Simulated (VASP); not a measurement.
Wanted: the native input for a VASP 6.6.1 run.

```
Task                   : single point
Functional             : PBE
Potentials or basis    : VASP PAW PBE potentials, release 64 (In_d, Sb)
Cutoff                 : 520 eV
k mesh                 : 6 × 6 × 6
Occupations            : fermi-dirac, width 0.02 eV
Spin                   : no spin polarisation
Dipole correction      : no
Further INCAR settings : ALGO = Normal; EDIFF = 1e-06; NBANDS = 16
```

The structure of InSb lies in POSCAR:

```
InSb
1.0
    0.0000000000      3.3451032779      3.3451032779
    3.3451032779      0.0000000000      3.3451032779
    3.3451032779      3.3451032779      0.0000000000
In Sb
1 1
Direct
    0.0000000000      0.0000000000      0.0000000000
    0.2500000000      0.2500000000      0.2500000000
```

This cell differs from its parent crystal: strain +2.0%.

One way to write it, as run:

INCAR

```
ALGO     = Normal         # electronic algorithm
EDIFF    = 1E-6           # SCF threshold, eV
ENCUT    = 520            # plane-wave cutoff, eV
GGA      = PE             # functional
ISIF     = 2              # what is computed and relaxed
ISMEAR   = -1             # smearing method
LASPH    = True           # aspherical terms in the spheres
LCHARG   = False          # write CHGCAR
LREAL    = False          # projectors in reciprocal space
LWAVE    = False          # write WAVECAR
NBANDS   = 16             # bands
NELM     = 100            # most SCF steps
PREC     = Accurate       # precision mode
SIGMA    = 0.02           # smearing width, eV
```

KPOINTS

```
k-points
0
Gamma
  6 6 6
```

Potentials or basis: VASP PAW PBE potentials, release 64 (In_d, Sb).

Run with:

```sh
$ cat potpaw_PBE.64/In_d/POTCAR potpaw_PBE.64/Sb/POTCAR > POTCAR
$ mpirun -np 1 vasp_std > vasp.out
```

It gave:

| Item | Value |
| --- | --- |
| Pressure | -0.8 GPa |
| Band gap on the k mesh | zero (filled and empty bands touch) |

Caveat: the cell differs from its parent crystal (strain +2.0%); semilocal functionals underestimate gaps, so a narrow gap can read as zero; spin-orbit coupling is left out, which moves the levels of the heavy elements.

It took 26 s on 1 thread of Intel(R) Xeon(R) Platinum 8375C CPU @ 2.90GHz (Ice Lake), with other jobs on the host, peak memory 0.21 GiB.
